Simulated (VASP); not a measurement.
Runs of VASP 6.6.1 on SnSe. The structure is that of space group I4/mmm (No. 139), or close to it. The cells are those of the table. 

| cell | gap on the mesh (eV) | pressure (GPa) |
| --- | --- | --- |
| a = 4.335, b = 4.335, c = 4.124 Å, angles 61.6, 61.6, 56.8°, 2 atoms | (c) | 1.2 |
| a = 4.205, b = 4.205, c = 4.377 Å, angles 58.6, 58.6, 62.7°, 2 atoms | 0.25 | 1.1 |
| a = 4.230, b = 4.230, c = 4.315 Å, angles 59.3, 59.3, 61.3°, 2 atoms | 0.35 | 0.3 |
| a = 4.144, b = 4.144, c = 4.914 Å, angles 53.6, 53.6, 72.7°, 2 atoms | none | (b) |
| a = 4.740, b = 4.740, c = 3.719 Å, angles 66.9, 66.9, 46.2°, 2 atoms | none | (a) |

Alike in all rows: task single point; level r2SCAN; potentials or basis VASP PAW PBE potentials, release 64 (Sn_d, Se); no spin polarisation; k mesh 12 × 12 × 12; cutoff (eV) 520; smearing gaussian 0.05 eV.

Question: Estimate the missing entries.

Answer: (a) 14.1; (b) 24.8; (c) 0.10.

Caveats: the PAW data sets were made with another functional, which shifts forces and pressure a little; spin-orbit coupling is left out, which moves the levels of the heavy elements; the cell stands under pressure (at least some runs).

A k mesh can miss the band edges, and the runs leave out spin-orbit coupling on Se, Sn.

A gap of «none» marks levels without a gap at the run's occupations.
